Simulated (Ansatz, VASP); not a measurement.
**One calculation of BAs, two programs**

```
CELL_PARAMETERS angstrom
2.12755 0.00000 0.00000
0.00000 3.17406 0.00000
0.00000 0.00000 4.95098
ATOMIC_POSITIONS crystal
B 0.00000 0.50000 0.00000
As 0.50000 0.50000 0.50000
```

Alike in both runs: functional PBE; k mesh 9 × 6 × 5; occupations fermi-dirac, width 0.05 eV; non-collinear spin, spin-orbit coupling.

```csv
,VASP,Ansatz
version,VASP 6.6.1,Ansatz 0.2.0
potentials or method,"VASP PAW PBE potentials, release 64 (B, As)",Ansatz PAW
plane-wave cutoff (eV),520,420
valence electrons in the cell,8,18
task,single point,band structure
```

```csv
,VASP,Ansatz,Ansatz less VASP
pressure (GPa),5.9,5.4,-0.51
"traceless stress, the component that is largest in VASP (GPa)",24.00,23.14,-0.856
net moment per atom (μB),0.00,0.00,0.000
```

With one functional, cell and mesh, what is left measures potentials, basis and numerics. VASP's potentials hold 8 valence electrons a cell and Ansatz's 18, so a difference there can come from the potentials and not from the codes.
